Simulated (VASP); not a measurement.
Input of a VASP 6.6.1 run:

The input INCAR:

```
  PREC = Accurate
  ENCUT = 520
  EDIFF = 1E-6
  ISMEAR = -1
  SIGMA = 0.05
  LREAL = F
  LASPH = T
  NELM = 80
  ALGO = Normal
  ISIF = 2
  LWAVE = F
  LCHARG = F
  NBANDS = 11
```

File KPOINTS:

```
regular mesh
0
Gamma
  16 16 16
```

Contents of POSCAR:

```
C
1.0
    1.2224302368      0.7057704263      3.3362570191
   -1.2224302368      0.7057704263      3.3362570191
    0.0000000000     -1.4115408525      3.3362570191
C
2
Direct
    0.8333828132      0.8333828132      0.8333828132
    0.1666171868      0.1666171868      0.1666171868
```

Potentials or basis: VASP PAW LDA potentials, release 64 (C).

The run is started by

```bash
$ cat potpaw_LDA.64/C/POTCAR > POTCAR
$ mpirun -np 1 vasp_std > vasp.out
```

Q: Predict the pressure.

A: 0.8 GPa.

Stress tensor (GPa, compression positive):
```
 1.28  0.00  0.00
 0.00  1.28  0.00
 0.00  0.00 -0.11
```
